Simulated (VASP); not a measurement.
# C (P-1) in VASP: further runs

The runs below take C through single point, with PBEsol.

All numbers are computed with VASP 6.6.1; they aren't measurements. Logs are shortened: lines on timing, memory, paths and dates and some standing lists are left out, and cuts for length are marked.

## 1. The cell of the first run

The typed cell holds 2 atoms: a = 2.442 Å, b = 2.471 Å, c = 3.765 Å, α = 108.53°, β = 108.46°, γ = 60.00°.

## 2. Single point, PBEsol

Contents of INCAR:

```
SYSTEM = C
ALGO     = Normal         ! electronic algorithm
EDIFF    = 1E-6           ! SCF threshold, eV
ENCUT    = 520            ! plane-wave cutoff, eV
GGA      = PS             ! functional
ISIF     = 2              ! what is computed and relaxed
ISMEAR   = -1             ! smearing method
LASPH    = .True.         ! aspherical terms in the spheres
LCHARG   = .False.        ! write CHGCAR
LREAL    = .False.        ! projectors in reciprocal space
LWAVE    = .False.        ! write WAVECAR
NBANDS   = 11             ! bands
NELM     = 80             ! most SCF steps
PREC     = Accurate       ! precision mode
SIGMA    = 0.15           ! smearing width, eV
```

Contents of KPOINTS:

```
k-points
0
Gamma
  16 16 10
  0 0 0
```

Contents of POSCAR:

```
C
1.0
    2.1191317604     -1.2141003046      0.0000000000
    2.1355088596      1.2424645754      0.0000000000
   -1.3790696300     -0.0091937975      3.5028300800
C
2
Direct
    0.8333555300      0.8333555300      0.0000930400
    0.1666444700      0.1666444700      0.9999069600
```

Potentials or basis: VASP PAW PBE potentials, release 64 (C).

Started as:

```sh
cat potpaw_PBE.64/C/POTCAR > POTCAR
mpirun -np 1 vasp_std > vasp.out
```

OUTCAR:

```text
SYSTEM = C
   EDIFF = 1E-6
   ENCUT = 520
   GGA = PS
   ISIF = 2
   ISMEAR = -1
   LASPH = .True.
   LREAL = .False.
   NELM = 80
   PREC = Accurate

 ion  position               nearest neighbor table
   1  0.833  0.833  0.000-   2 1.41   2 1.42   2 1.43
   2  0.167  0.167  1.000-   1 1.41   1 1.42   1 1.43

  LATTYP: Found a triclinic cell.
 ALAT       =     2.4422856032
 B/A-ratio  =     1.0116142789
 C/A-ratio  =     1.5491141998
 COS(alpha) =     0.0064734135
 COS(beta)  =     0.3304610644
 COS(gamma) =     0.4999884586

  Lattice vectors:

 A1 = (   2.1191317604,  -1.2141003046,   0.0000000000)
 A2 = (   2.1355088596,   1.2424645754,   0.0000000000)
 A3 = (   0.7400621304,  -1.2232941021,   3.5028300800)

Analysis of symmetry for initial positions (statically):
=====================================================================
 Subroutine PRICEL returns:
 Original cell was already a primitive cell.

 Routine SETGRP: Setting up the symmetry group for a
 triclinic supercell.

 Subroutine GETGRP returns: Found  2 space group operations
 (whereof  2 operations were pure point group operations)
 out of a pool of  2 trial point group operations.

The static configuration has the point symmetry S_2 .

Analysis of symmetry for dynamics (positions and initial velocities):
=====================================================================
 Subroutine PRICEL returns:
 Original cell was already a primitive cell.

 Routine SETGRP: Setting up the symmetry group for a
 triclinic supercell.

 Subroutine GETGRP returns: Found  2 space group operations
 (whereof  2 operations were pure point group operations)
 out of a pool of  2 trial point group operations.

The dynamic configuration has the point symmetry S_2 .

 Subroutine INISYM returns: Found  2 space group operations
 (whereof  2 operations are pure point group operations),
 and found     1 'primitive' translations

----------------------------------------------------------------------------------------

                                     Primitive cell

  volume of cell :      18.3046

  direct lattice vectors                    reciprocal lattice vectors
     2.119131760 -1.214100305  0.000000000     0.237761862 -0.408657576  0.092534619
     2.135508860  1.242464575  0.000000000     0.232333987  0.405523604  0.092534619
    -1.379069630 -0.009193797  3.502830080     0.000000000  0.000000000  0.285483445

  length of vectors
     2.442285603  2.470650989  3.764536643     0.481761739  0.476435862  0.285483445

  position of ions in fractional coordinates (direct lattice)
     0.833355530  0.833355530  0.000093040
     0.166644470  0.166644470  0.999906960

  ion indices of the primitive-cell ions
   primitive index   ion index
                 1           1
                 2           2

----------------------------------------------------------------------------------------

 KPOINTS: k-points

Automatic generation of k-mesh.
 Grid dimensions read from file:
 generate k-points for:   16   16   10

 Generating k-lattice:

  Cartesian coordinates                     Fractional coordinates (reciprocal lattice)
     0.014860116 -0.025541099  0.005783414     0.062500000 -0.000000000  0.000000000
     0.014520874  0.025345225  0.005783414     0.000000000  0.062500000  0.000000000
     0.000000000  0.000000000  0.028548345     0.000000000  0.000000000  0.100000000

  Length of vectors
     0.030110109  0.029777241  0.028548345

  Shift w.r.t. Gamma in fractional coordinates (k-lattice)
     0.000000000  0.000000000  0.000000000

 Subroutine IBZKPT returns following result:
 ===========================================

 Found   1284 irreducible k-points:

 Following reciprocal coordinates:
            Coordinates               Weight
  0.000000  0.000000  0.000000      1.000000
  0.062500 -0.000000  0.000000      2.000000
  0.125000 -0.000000  0.000000      2.000000
  0.187500 -0.000000  0.000000      2.000000
  0.250000 -0.000000  0.000000      2.000000
  0.312500 -0.000000  0.000000      2.000000
[... 16 lines left out ...]
 -0.187500  0.062500 -0.000000      2.000000
 -0.125000  0.062500  0.000000      2.000000
 [... further k-points ...]
   k-points           NKPTS =   1284   k-points in BZ     NKDIM =   1284   number of bands    NBANDS=     11
   number of dos      NEDOS =    301   number of ions     NIONS =      2
   total plane-waves  NPLWV =   9072
   dimension x,y,z NGX =    18 NGY =   18 NGZ =   28
   dimension x,y,z NGXF=    36 NGYF=   36 NGZF=   56
   ions per type =               2
   NGX,Y,Z   is equivalent  to a cutoff of  12.25, 12.11, 12.37 a.u.
   NGXF,Y,Z  is equivalent  to a cutoff of  24.51, 24.22, 24.73 a.u.
 SYSTEM =  C
   PREC   = accura    normal or accurate (medium, high low for compatibility)
   ISTART =      0    job   : 0-new  1-cont  2-samecut
   ICHARG =      2    charge: 1-file 2-atom 10-const
   ISPIN  =      1    spin polarized calculation?
   LNONCOLLINEAR =      F non collinear calculations
   LSORBIT =      F    spin-orbit coupling
   LASPH  =      T    aspherical Exc in radial PAW
   ENCUT  =  520.0 eV  38.22 Ry    6.18 a.u.   4.54  4.59  7.00*2*pi/ulx,y,z
   NELM   =     80;   NELMIN=  2; NELMDL= -5     # of ELM steps
   EDIFF  = 0.1E-05   stopping-criterion for ELM
   LREAL  =      F    real-space projection
   EDIFFG = 0.1E-04   stopping-criterion for IOM
   NSW    =      0    number of steps for IOM
   IBRION =     -1    ionic relax: 0-MD 1-quasi-New 2-CG
   NFREE  =      0    steps in history (QN), initial steepest desc. (CG)
   ISIF   =      2    stress and relaxation
   ISYM   =      2    0-nonsym 1-usesym 2-fastsym
   POTIM  = 0.5000    time-step for ionic-motion
   TEBEG  =    0.0;   TEEND  =   0.0 temperature during run
   PSTRESS=    0.0 pullay stress
   NELECT =       8.0000    total number of electrons
   NUPDOWN=      -1.0000    fix difference up-down
   EMIN   =  10.00;   EMAX   =-10.00  energy-range for DOS
   EFERMI =   0.00;   METHOD = LEGACY
   ISMEAR =    -1;   SIGMA  =   0.15  broadening in eV -4-tet -1-fermi 0-gaus
   EFERMI_NEDOS =   21; number of points for ismear=-14 and -15
   IALGO  =     38    algorithm
   IMIX   =      4    mixing-type and parameters
     AMIX     =   0.40;   BMIX     =  1.00
     AMIX_MAG =   1.60;   BMIX_MAG =  1.00
  volume/ion in A,a.u.               =       9.15        61.76
  Fermi-wavevector in a.u.,A,eV,Ry     =   1.242371  2.347740 21.000387  1.543485
  Thomas-Fermi vector in A             =   2.376728
   LORBIT       =      0    0 simple, 1 ext, 2 COOP (PROOUT), +10 PAW based schemes
   GGA     = PS    functional components
   LHFCALC =     F    Hartree Fock is set to
   AEXX    =    0.0000 exact exchange contribution
   IVDW    =     0    specifies the selected vdW correction
   LEPSILON=     F    determine dielectric tensor
   LRPA    =     F    only Hartree local field effects (RPA)
 non-spin polarized calculation
  energy-cutoff  :      520.00
  volume of cell :       18.30
 maximum number of plane-waves:       507
   NGX =  9   NGY =  9   NGZ = 13

 number of electron       8.0000000 magnetization

 Free energy of the ion-electron system (eV)
  ---------------------------------------------------
  ext. energy  EPLUGINS =         0.00000000
  ---------------------------------------------------
  free energy    TOTEN  =       -19.28554524 eV

  energy without entropy =      -19.28363430  energy(sigma->0) =      -19.28458977

 E-fermi :   4.3291     XC(G=0): -10.2647

 val. band max:        4.0931199449   @ k =   0.3750  -0.3125   0.3000
 cond. band min:       4.5936025021   @ k =   0.3750  -0.3125   0.3000
 fundamental gap:      0.5004825572
 Fermi energy:         4.3291112281

 k-point     1 :       0.0000    0.0000    0.0000
  band No.  band energies     occupation
      1     -15.3715      2.00000
      2      -2.5736      2.00000
      3       1.2920      2.00000
      4       1.3511      2.00000
      5       7.9895      0.00000
      6      12.5312      0.00000
      7      12.8403      0.00000
      8      15.8277      0.00000
      9      17.2782      0.00000
     10      26.8118      0.00000
     11      28.3032      0.00000

 k-point     2 :       0.0625   -0.0000    0.0000
  band No.  band energies     occupation
      1     -15.2759      2.00000
      2      -2.4720      2.00000
      3       0.9762      2.00000
      4       1.0925      2.00000
      5       8.1245      0.00000
      6      12.7814      0.00000
      7      13.0081      0.00000
      8      15.4967      0.00000
      9      17.4618      0.00000
     10      27.1426      0.00000
     11      27.9724      0.00000

 k-point     3 :       0.1250   -0.0000    0.0000
  band No.  band energies     occupation
      1     -14.9897      2.00000
      2      -2.1684      2.00000
      3      -0.0161      2.00000
      4       0.5571      2.00000
      5       8.5287      0.00000
      6      12.7581      0.00000
      7      14.1208      0.00000
      8      14.5792      0.00000
      9      18.0218      0.00000
     10      26.7224      0.00000
     11      28.0353      0.00000

 k-point     4 :       0.1875   -0.0000    0.0000
  band No.  band energies     occupation
      1     -14.5148      2.00000
      2      -1.6667      2.00000
      3      -1.4177      2.00000
      4      -0.1246      2.00000
      5       9.1977      0.00000
      6      12.5791      0.00000
      7      13.2422      0.00000
      8      15.7957      0.00000
      9      18.8878      0.00000
     10      25.0275      0.00000
     11      27.7021      0.00000
[... 239 lines left out ...]
 k-point    22 :      -0.2500    0.0625   -0.0000
  band No.  band energies     occupation
      1     -13.4024      2.00000
      2      -3.8340      2.00000
      3      -1.4170      2.00000
      4      -0.4203      2.00000
      5      10.4916      0.00000
      6      10.7104      0.00000
      7      12.6161      0.00000
      8      18.3113      0.00000
      9      20.6305      0.00000
     10      22.2381      0.00000
     11      26.5818      0.00000

 k-point    23 :      -0.1875    0.0625   -0.0000
  band No.  band energies     occupation
      1     -14.1495      2.00000
      2      -2.2273      2.00000
      3      -1.2121      2.00000
      4      -0.7467      2.00000
      5       9.5732      0.00000
      6      12.2464      0.00000
      7      12.8629      0.00000
      8      16.4809      0.00000
      9      19.7287      0.00000
     10      23.4007      0.00000
     11      27.7315      0.00000

 k-point    24 :      -0.1250    0.0625    0.0000
  band No.  band energies     occupation
      1     -14.7137      2.00000
      2      -1.8270      2.00000
      3      -0.7957      2.00000
      4       0.0079      2.00000
      5       8.8221      0.00000
      6      12.9653      0.00000
      7      13.7416      0.00000
      8      14.8623      0.00000
      9      18.6195      0.00000
     10      25.1766      0.00000
     11      28.4556      0.00000

 [... further k-points ...]
[... 5 lines left out ...]
  --------------------------------------------------------------------------------------
  -------------------------------------------------------------------------------------
  Total        0.2569666      0.2499735      0.0449727     -0.6748162     -0.0019648     -0.0033489
  in kB       22.4919153     21.8798180      3.9363936    -59.0656754     -0.1719787     -0.2931224
  external PRESSURE =      16.1027090 kB  Pullay stress =       0.0000000 kB

 VOLUME and BASIS-vectors are now :
 -----------------------------------------------------------------------------
  energy-cutoff  :      520.00
  volume of cell :       18.30
      direct lattice vectors                 reciprocal lattice vectors
     2.119131760 -1.214100305  0.000000000     0.237761862 -0.408657576  0.092534619
     2.135508860  1.242464575  0.000000000     0.232333987  0.405523604  0.092534619
    -1.379069630 -0.009193797  3.502830080     0.000000000  0.000000000  0.285483445

 POSITION                                       TOTAL-FORCE (eV/Angst)
 -----------------------------------------------------------------------------------
      3.54550      0.02364      0.00033         0.007935     -0.174517     -0.002562
     -0.66993     -0.00447      3.50250        -0.007935      0.174517      0.002562
 -----------------------------------------------------------------------------------
    total drift:                               -0.000000     -0.000000      0.000000

  FREE ENERGIE OF THE ION-ELECTRON SYSTEM (eV)
  ---------------------------------------------------
  free  energy   TOTEN  =       -19.2855452420 eV

  energy  without entropy=      -19.2836342984  energy(sigma->0) =      -19.28458977
```

Wall time 3.4 min (1 thread of Intel Xeon 8259CL, shared host); peak memory 0.3 GiB.

What came out:

* Free energy: -19.2855 eV
* Pressure: 1.6 GPa
* Largest force: 0.175 eV/Å
* Band gap on the k mesh: 0.50 eV, direct

Forces on the atoms (eV/Å):
```
C    0.008 -0.175 -0.003
C   -0.008  0.175  0.003
```

Stress tensor (GPa, compression positive):
```
 2.25 -5.91 -0.03
-5.91  2.19 -0.02
-0.03 -0.02  0.39
```

Caveat: the PAW data sets were made with another functional, which shifts forces and pressure a little.

(Continued in part 2 of 2.)
